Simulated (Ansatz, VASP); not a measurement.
## Nb: VASP beside Ansatz

```
Nb
1.0
     0.00000    2.11500    2.11500
     1.90350    0.00000    2.11500
     1.90350    2.11500    0.00000
Nb
1
Direct
  0.00000 0.00000 0.00000
```

Change from the starting cell: strain -0.1000 x Voigt [1, 0, 0, 0, 0, 0], atoms carried along.

Alike in both runs: task single point; functional PBE; k mesh 20 × 20 × 20; occupations gaussian, width 0.15 eV; no spin polarisation.

|  | VASP | Ansatz |
| --- | --- | --- |
| version | VASP 6.6.1 | Ansatz 0.2.0 |
| potentials or method | VASP PAW PBE potentials, release 64 (Nb_sv), cutoff 520 eV | scalar-relativistic, plane waves, PAW |
| valence electrons in the cell | 13 | 13 |

|  | VASP | Ansatz | Ansatz less VASP |
| --- | --- | --- | --- |
| gap on the k mesh at the Fermi level (eV) | none | none | - |
| pressure (GPa) | 16.5 | 16.8 | +0.37 |
| traceless stress, the component that is largest in VASP (GPa) | -15.88 | -15.96 | -0.085 |

A gap of «none» marks a metal or a gap that the smearing closes. The functional is the same, so the differences come from potentials, cutoffs and numerics.
